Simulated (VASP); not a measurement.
# Sc (P6_3/mmc) in VASP: single point with r2SCAN

Aim: the single point of Sc with r2SCAN.

Program: VASP 6.6.1. These are calculated values, not measurements. Logs are shortened: lines on timing, memory, paths and dates and some standing lists are left out, and cuts for length are marked.

## (1) The cell of the first run

It takes space group P6_3/mmc (No. 194, hexagonal). Conventional cell: a = 3.329 Å, b = 3.329 Å, c = 5.185 Å, α = 90.00°, β = 90.00°, γ = 120.00°. Within 4.2 Å of Sc (site symmetry -6m2) lie 12 Sc at 3.23 to 3.33 Å.

## (2) Single point, r2SCAN

POSCAR

```
Sc
1.0
    6.6583727302      0.0000000000      0.0000000000
   -3.3291863651      5.7663199322      0.0000000000
    0.0000000000      0.0000000000      5.1853083438
Sc
8
Direct
    0.1666666667      0.3333333333      0.2500000000
    0.1666666667      0.8333333333      0.2500000000
    0.6666666667      0.3333333333      0.2500000000
    0.6666666667      0.8333333333      0.2500000000
    0.3333333333      0.1666666667      0.7500000000
    0.3333333333      0.6666666667      0.7500000000
    0.8333333333      0.1666666667      0.7500000000
    0.8333333333      0.6666666667      0.7500000000
```

INCAR.step1

```
ALGO = Normal
EDIFF = 1E-4
ENCUT = 520
GGA = PE
ISMEAR = 0
LASPH = T
LCHARG = F
LREAL = F
LWAVE = T
NBANDS = 54
NELM = 100
PREC = Accurate
SIGMA = 0.1
```

INCAR.step2

```
ALGO = Normal
EDIFF = 1E-7
ENCUT = 520
ISIF = 2
ISMEAR = 0
ISTART = 1
LASPH = T
LCHARG = F
LMIXTAU = T
LREAL = F
LWAVE = F
METAGGA = R2SCAN
NBANDS = 54
NELM = 100
PREC = Accurate
SIGMA = 0.1
```

KPOINTS

```
k-points
0
Gamma
  6 6 6
```

Potentials or basis: VASP PAW PBE potentials, release 64 (Sc_sv).

Started as:

```bash
cat potpaw_PBE.64/Sc_sv/POTCAR > POTCAR
cp INCAR.step1 INCAR
mpirun -np 1 vasp_std > vasp.out
cp INCAR.step2 INCAR
mpirun -np 1 vasp_std > vasp.out
```

OUTCAR:

```text
EDIFF = 1E-7
   ENCUT = 520
   ISIF = 2
   ISMEAR = 0
   ISTART = 1
   LASPH = T
   LREAL = F
   METAGGA = R2SCAN
   NELM = 100
   PREC = Accurate

 ion  position               nearest neighbor table
   1  0.167  0.333  0.250-   5 3.23   5 3.23   6 3.23   6 3.23   7 3.23   7 3.23   2 3.33   4 3.33
                             2 3.33   4 3.33   3 3.33   3 3.33
   2  0.167  0.833  0.250-   6 3.23   6 3.23   5 3.23   5 3.23   8 3.23   8 3.23   1 3.33   3 3.33
                             1 3.33   3 3.33   4 3.33   4 3.33
   3  0.667  0.333  0.250-   7 3.23   7 3.23   8 3.23   8 3.23   5 3.23   5 3.23   2 3.33   4 3.33
                             4 3.33   2 3.33   1 3.33   1 3.33
   4  0.667  0.833  0.250-   8 3.23   8 3.23   7 3.23   7 3.23   6 3.23   6 3.23   1 3.33   3 3.33
                             3 3.33   1 3.33   2 3.33   2 3.33
   5  0.333  0.167  0.750-   1 3.23   1 3.23   2 3.23   2 3.23   3 3.23   3 3.23   8 3.33   6 3.33
                             6 3.33   8 3.33   7 3.33   7 3.33
   6  0.333  0.667  0.750-   2 3.23   2 3.23   1 3.23   1 3.23   4 3.23   4 3.23   7 3.33   5 3.33
                             5 3.33   7 3.33   8 3.33   8 3.33
   7  0.833  0.167  0.750-   3 3.23   3 3.23   4 3.23   4 3.23   1 3.23   1 3.23   8 3.33   6 3.33
                             8 3.33   6 3.33   5 3.33   5 3.33
   8  0.833  0.667  0.750-   4 3.23   4 3.23   3 3.23   3 3.23   2 3.23   2 3.23   7 3.33   5 3.33
                             7 3.33   5 3.33   6 3.33   6 3.33

  LATTYP: Found a hexagonal cell.
 ALAT       =     6.6583727302
 C/A-ratio  =     0.7787651058

  Lattice vectors:

 A1 = (   6.6583727302,   0.0000000000,   0.0000000000)
 A2 = (  -3.3291863651,   5.7663199322,   0.0000000000)
 A3 = (   0.0000000000,   0.0000000000,   5.1853083438)

Analysis of symmetry for initial positions (statically):
=====================================================================
 Subroutine PRICEL returns following result:

  LATTYP: Found a hexagonal cell.
 ALAT       =     3.3291863651
 C/A-ratio  =     1.5575302116

  Lattice vectors:

 A1 = (   3.3291863651,   0.0000000000,   0.0000000000)
 A2 = (  -1.6645931825,   2.8831599661,   0.0000000000)
 A3 = (   0.0000000000,   0.0000000000,   5.1853083438)

   4 primitive cells build up your supercell.

 Routine SETGRP: Setting up the symmetry group for a
 hexagonal supercell.

 Subroutine GETGRP returns: Found 24 space group operations
 (whereof 12 operations were pure point group operations)
 out of a pool of 24 trial point group operations.

The static configuration has the point symmetry D_3d.
 The point group associated with its full space group is D_6h.

Analysis of symmetry for dynamics (positions and initial velocities):
=====================================================================
 Subroutine PRICEL returns following result:

  LATTYP: Found a hexagonal cell.
 ALAT       =     3.3291863651
 C/A-ratio  =     1.5575302116

  Lattice vectors:

 A1 = (   3.3291863651,   0.0000000000,   0.0000000000)
 A2 = (  -1.6645931825,   2.8831599661,   0.0000000000)
 A3 = (   0.0000000000,   0.0000000000,   5.1853083438)

   4 primitive cells build up your supercell.

 Routine SETGRP: Setting up the symmetry group for a
 hexagonal supercell.

 Subroutine GETGRP returns: Found 24 space group operations
 (whereof 12 operations were pure point group operations)
 out of a pool of 24 trial point group operations.

The dynamic configuration has the point symmetry D_3d.
 The point group associated with its full space group is D_6h.

 Subroutine INISYM returns: Found 24 space group operations
 (whereof 12 operations are pure point group operations),
 and found     4 'primitive' translations

----------------------------------------------------------------------------------------

                                     Primitive cell

  volume of cell :      49.7716

  direct lattice vectors                    reciprocal lattice vectors
     3.329186365  0.000000000  0.000000000     0.300373692  0.173420832  0.000000000
    -1.664593183  2.883159966  0.000000000     0.000000000  0.346841664  0.000000000
     0.000000000  0.000000000  5.185308344     0.000000000  0.000000000  0.192852562

  length of vectors
     3.329186365  3.329186365  5.185308344     0.346841664  0.346841664  0.192852562

  position of ions in fractional coordinates (direct lattice)
     0.333333333  0.666666667  0.250000000
     0.666666667  0.333333333  0.750000000

  ion indices of the primitive-cell ions
   primitive index   ion index
                 1           1
                 2           5

----------------------------------------------------------------------------------------

 KPOINTS: k-points

Automatic generation of k-mesh.
 Grid dimensions read from file:
 generate k-points for:    6    6    6

 Generating k-lattice:

  Cartesian coordinates                     Fractional coordinates (reciprocal lattice)
     0.025031141  0.014451736  0.000000000     0.166666667  0.000000000  0.000000000
     0.000000000  0.028903472  0.000000000     0.000000000  0.166666667  0.000000000
     0.000000000  0.000000000  0.032142094     0.000000000  0.000000000  0.166666667

  Length of vectors
     0.028903472  0.028903472  0.032142094

  Shift w.r.t. Gamma in fractional coordinates (k-lattice)
     0.000000000  0.000000000  0.000000000

 Subroutine IBZKPT returns following result:
 ===========================================

 Found     28 irreducible k-points:

 Following reciprocal coordinates:
            Coordinates               Weight
  0.000000  0.000000  0.000000      1.000000
  0.166667  0.000000  0.000000      6.000000
  0.333333  0.000000  0.000000      6.000000
  0.500000  0.000000  0.000000      3.000000
  0.166667  0.166667  0.000000      6.000000
  0.333333  0.166667  0.000000     12.000000
[... 16 lines left out ...]
  0.166667  0.000000  0.500000      6.000000
  0.333333  0.000000  0.500000      6.000000
 [... further k-points ...]
   k-points           NKPTS =     28   k-points in BZ     NKDIM =     28   number of bands    NBANDS=     54
   number of dos      NEDOS =    301   number of ions     NIONS =      8
   total plane-waves  NPLWV = 100000
   dimension x,y,z NGX =    50 NGY =   50 NGZ =   40
   dimension x,y,z NGXF=   100 NGYF=  100 NGZF=   80
   ions per type =               8
   NGX,Y,Z   is equivalent  to a cutoff of  12.48, 12.48, 12.82 a.u.
   NGXF,Y,Z  is equivalent  to a cutoff of  24.97, 24.97, 25.65 a.u.
 SYSTEM =  unknown system
   PREC   = accura    normal or accurate (medium, high low for compatibility)
   ISTART =      1    job   : 0-new  1-cont  2-samecut
   ICHARG =      0    charge: 1-file 2-atom 10-const
   ISPIN  =      1    spin polarized calculation?
   LNONCOLLINEAR =      F non collinear calculations
   LSORBIT =      F    spin-orbit coupling
   LASPH  =      T    aspherical Exc in radial PAW
   ENCUT  =  520.0 eV  38.22 Ry    6.18 a.u.  12.38 12.38  9.64*2*pi/ulx,y,z
   NELM   =    100;   NELMIN=  2; NELMDL=  0     # of ELM steps
   EDIFF  = 0.1E-06   stopping-criterion for ELM
   LREAL  =      F    real-space projection
   EDIFFG = 0.1E-05   stopping-criterion for IOM
   NSW    =      0    number of steps for IOM
   IBRION =     -1    ionic relax: 0-MD 1-quasi-New 2-CG
   NFREE  =      0    steps in history (QN), initial steepest desc. (CG)
   ISIF   =      2    stress and relaxation
   ISYM   =      2    0-nonsym 1-usesym 2-fastsym
   POTIM  = 0.5000    time-step for ionic-motion
   TEBEG  =    0.0;   TEEND  =   0.0 temperature during run
   PSTRESS=    0.0 pullay stress
   NELECT =      88.0000    total number of electrons
   NUPDOWN=      -1.0000    fix difference up-down
   EMIN   =  10.00;   EMAX   =-10.00  energy-range for DOS
   EFERMI =   0.00;   METHOD = LEGACY
   ISMEAR =     0;   SIGMA  =   0.10  broadening in eV -4-tet -1-fermi 0-gaus
   EFERMI_NEDOS =   21; number of points for ismear=-14 and -15
   IALGO  =     38    algorithm
   IMIX   =      4    mixing-type and parameters
     AMIX     =   0.40;   BMIX     =  1.00
     AMIX_MAG =   1.60;   BMIX_MAG =  1.00
  volume/ion in A,a.u.               =      24.89       167.94
  Fermi-wavevector in a.u.,A,eV,Ry     =   1.247064  2.356608 21.159338  1.555167
  Thomas-Fermi vector in A             =   2.381213
   LORBIT       =      0    0 simple, 1 ext, 2 COOP (PROOUT), +10 PAW based schemes
   METAGGA = R2SCAN    functional components
   LHFCALC =     F    Hartree Fock is set to
   AEXX    =    0.0000 exact exchange contribution
   IVDW    =     0    specifies the selected vdW correction
   LEPSILON=     F    determine dielectric tensor
   LRPA    =     F    only Hartree local field effects (RPA)
 non-spin polarized calculation
 Gauss-broadening in eV      SIGMA  =   0.10
  energy-cutoff  :      520.00
  volume of cell :      199.09
 maximum number of plane-waves:      5395
 NGX is ok and might be reduce to    50
   NGX = 25   NGY = 25   NGZ = 19

 number of electron      87.9999988 magnetization

 Free energy of the ion-electron system (eV)
  ---------------------------------------------------
  ext. energy  EPLUGINS =         0.00000000
  ---------------------------------------------------
  free energy    TOTEN  =       -90.88531773 eV

  energy without entropy =      -90.80518644  energy(sigma->0) =      -90.84525208

 E-fermi :   3.6557     XC(G=0): -10.5632

 val. band max:        3.6551647364   @ k =   0.5000   0.0000   0.3333
 cond. band min:       3.6682830751   @ k =   0.3333   0.0000   0.3333
 fundamental gap:      0.0131183387
 Fermi energy:         3.6556557054

 k-point     1 :       0.0000    0.0000    0.0000
  band No.  band energies     occupation
      1     -47.8777      2.00000
      2     -47.8213      2.00000
      3     -47.8213      2.00000
      4     -47.8213      2.00000
      5     -47.8064      2.00000
      6     -47.7980      2.00000
[... 46 lines left out ...]
     53       5.2060      0.00000
     54       5.4579      0.00000

 k-point     2 :       0.1667    0.0000    0.0000
  band No.  band energies     occupation
      1     -47.8744      2.00000
      2     -47.8263      2.00000
      3     -47.8213      2.00000
      4     -47.8213      2.00000
      5     -47.8053      2.00000
      6     -47.7980      2.00000
[... 46 lines left out ...]
     53       5.1801      0.00000
     54       5.2588      0.00000

 k-point     3 :       0.3333    0.0000    0.0000
  band No.  band energies     occupation
      1     -47.8653      2.00000
      2     -47.8382      2.00000
      3     -47.8214      2.00000
      4     -47.8214      2.00000
      5     -47.8025      2.00000
      6     -47.7979      2.00000
[... 46 lines left out ...]
     53       5.3108      0.00000
     54       5.3991      0.00000
[... 1084 lines left out ...]
 k-point    23 :       0.1667    0.0000    0.5000
  band No.  band energies     occupation
      1     -47.8400      2.00000
      2     -47.8400      2.00000
      3     -47.8118      2.00000
      4     -47.8118      2.00000
      5     -47.8096      2.00000
      6     -47.8096      2.00000
[... 46 lines left out ...]
     53       4.9470      0.00000
     54       4.9470      0.00000

 k-point    24 :       0.3333    0.0000    0.5000
  band No.  band energies     occupation
      1     -47.8340      2.00000
      2     -47.8340      2.00000
      3     -47.8178      2.00000
      4     -47.8178      2.00000
      5     -47.8096      2.00000
      6     -47.8096      2.00000
[... 46 lines left out ...]
     53       4.9400      0.00000
     54       4.9401      0.00000

 [... further k-points ...]

------------------------ aborting loop because EDIFF is reached ----------------------------------------

  FORCE on cell =-STRESS in cart. coord.  units (eV):
  Direction    XX          YY          ZZ          XY          YZ          ZX
  --------------------------------------------------------------------------------------
  -------------------------------------------------------------------------------------
  Total        0.2613480      0.2613480      0.3076325      0.0000000      0.0000000      0.0000000
  in kB        2.1032378      2.1032378      2.4757193      0.0000000      0.0000000      0.0000000
  external PRESSURE =       2.2273983 kB  Pullay stress =       0.0000000 kB

 VOLUME and BASIS-vectors are now :
 -----------------------------------------------------------------------------
  energy-cutoff  :      520.00
  volume of cell :      199.09
      direct lattice vectors                 reciprocal lattice vectors
     6.658372730  0.000000000  0.000000000     0.150186846  0.086710416  0.000000000
    -3.329186365  5.766319932  0.000000000     0.000000000  0.173420832  0.000000000
     0.000000000  0.000000000  5.185308344     0.000000000  0.000000000  0.192852562

 POSITION                                       TOTAL-FORCE (eV/Angst)
 -----------------------------------------------------------------------------------
      0.00000      1.92211      1.29633         0.000000      0.000000      0.000000
     -1.66459      4.80527      1.29633         0.000000      0.000000      0.000000
      3.32919      1.92211      1.29633         0.000000      0.000000      0.000000
      1.66459      4.80527      1.29633        -0.000000      0.000000     -0.000000
      1.66459      0.96105      3.88898        -0.000000     -0.000000     -0.000000
     -0.00000      3.84421      3.88898        -0.000000     -0.000000     -0.000000
      4.99378      0.96105      3.88898         0.000000     -0.000000     -0.000000
      3.32919      3.84421      3.88898        -0.000000     -0.000000      0.000000
 -----------------------------------------------------------------------------------
    total drift:                                0.000000     -0.000000      0.000000

  FREE ENERGIE OF THE ION-ELECTRON SYSTEM (eV)
  ---------------------------------------------------
  free  energy   TOTEN  =       -90.8853177297 eV

  energy  without entropy=      -90.8051864370  energy(sigma->0) =      -90.84525208
```

It took 14 min on 1 thread of Intel Xeon Platinum 8488C (Sapphire Rapids), shared host; peak memory 0.45 GiB.

Results:

| Property | Result |
| --- | --- |
| Free energy | -90.8853 eV |
| Pressure | 0.2 GPa |
| Band gap on the k mesh | zero (bands 44 and 45 overlap by 0.66 eV) |

Levels at points of the mesh, in eV from the Fermi level:
| k point | band 41 | band 42 | band 43 | band 44 | band 45 | band 46 | band 47 | band 48 | band 49 | band 50 |
| --- | --- | --- | --- | --- | --- | --- | --- | --- | --- | --- |
| (0.00, 0.00, 0.00) | -0.65 | -0.65 | -0.65 | -0.41 | -0.41 | -0.41 | 0.45 | 1.42 | 1.42 | 1.42 |
| (0.50, 0.00, 0.00) | -0.40 | -0.40 | -0.39 | -0.39 | -0.21 | -0.21 | 0.53 | 0.53 | 1.19 | 1.19 |
| (0.00, 0.00, 0.50) | 0.05 | 0.05 | 0.05 | 0.05 | 0.05 | 0.05 | 1.11 | 1.11 | 1.32 | 1.32 |
| (0.50, 0.00, 0.50) | 0.14 | 0.14 | 0.14 | 0.14 | 0.53 | 0.53 | 0.53 | 0.53 | 0.75 | 0.75 |

Caveat: the PAW data sets were made with another functional, which shifts forces and pressure a little.
